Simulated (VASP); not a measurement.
Write the native input for VASP 6.6.1 that does the following.

| Quantity | Value |
| --- | --- |
| Task | single point |
| Functional | r2SCAN |
| Potentials or basis | VASP PAW PBE potentials, release 64 (Ni) |
| Cutoff | 520 eV |
| k mesh | 20 × 20 × 20 |
| Occupations | gaussian, width 0.1 eV |
| Spin | collinear spin, ferromagnetic start |
| Starting moments | [0.88] μB |
| Dipole correction | no |
| Further INCAR settings | ALGO = Normal; EDIFF = 1e-07; NBANDS = 15 |

The system is Ni.

```
CELL_PARAMETERS angstrom
0.00000 1.73934 1.73934
1.73934 0.00000 1.73934
1.73934 1.73934 0.00000
ATOMIC_POSITIONS crystal
Ni 0.00000 0.00000 0.00000
```

One way to write it, as run:

POSCAR

```
Ni
1.0
    0.0000000000      1.7393352784      1.7393352784
    1.7393352784      0.0000000000      1.7393352784
    1.7393352784      1.7393352784      0.0000000000
Ni
1
Direct
    0.0000000000      0.0000000000      0.0000000000
```

INCAR.step1

```
PREC = Accurate
ENCUT = 520
ISMEAR = 0
SIGMA = 0.1
LREAL = F
LASPH = T
NELM = 150
ISPIN = 2
MAGMOM = 0.88
LMAXMIX = 4
NBANDS = 15
GGA = PE
ALGO = Normal
EDIFF = 1E-4
LWAVE = T
LCHARG = F
```

INCAR.step2

```
PREC = Accurate
ENCUT = 520
EDIFF = 1E-7
ISMEAR = 0
SIGMA = 0.1
LREAL = F
LASPH = T
NELM = 150
ALGO = Normal
ISIF = 2
LWAVE = F
LCHARG = T
ISPIN = 2
MAGMOM = 0.88
LORBIT = 11
LMAXMIX = 4
METAGGA = R2SCAN
LMIXTAU = T
LELF = T
LVHAR = T
NBANDS = 15
ISTART = 1
```

KPOINTS

```
Automatic mesh
0
Gamma
  20 20 20
```

Potentials or basis: VASP PAW PBE potentials, release 64 (Ni).

Launch:

```bash
$ cat potpaw_PBE.64/Ni/POTCAR > POTCAR
$ cp INCAR.step1 INCAR
$ mpirun -np 1 vasp_std > vasp.out
$ cp INCAR.step2 INCAR
$ mpirun -np 1 vasp_std > vasp.out
```

It gave:

- Pressure: 0.2 GPa
- Net moment: 0.72 μB per cell
- Site moments: Ni +0.74 μB
- Valence electrons inside the program's atomic spheres: Ni 9.41

Caveat: the PAW data sets were made with another functional, which shifts forces and pressure a little.

Run time: 2.8 min on 1 thread of Intel(R) Xeon(R) 6975P-C (Granite Rapids) (shared host), peak memory 0.17 GiB.
